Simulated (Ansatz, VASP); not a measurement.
# One calculation of KBr, two programs

```
K Br
1.0
     0.00000    3.30225    3.30225
     3.30225    0.00000    3.30225
     3.30225    3.30225    0.00000
K Br
1 1
Direct
  0.00000 0.00000 0.00000
  0.50000 0.50000 0.50000
```

Alike in both runs: task single point; functional PBE0; k mesh 4 × 4 × 4; no spin polarisation.

|  | VASP | Ansatz |
| --- | --- | --- |
| version | VASP 6.6.1 | Ansatz 0.2.0 |
| potentials or method | VASP PAW PBE potentials, release 64 (K_sv, Br) | plane waves, PAW |
| plane-wave cutoff (eV) | 520 | 420 |
| occupations | gaussian, width 0.01 eV | fixed |
| valence electrons in the cell | 16 | 16 |

|  | VASP | Ansatz | Ansatz less VASP |
| --- | --- | --- | --- |
| gap on the k mesh at the Fermi level (eV) | 6.32 | 6.31 | -0.013 |
| pressure (GPa) | 0.4 | 0.4 | +0.01 |

Ansatz's warnings: stress exchange threshold loose, stress scf threshold loose.
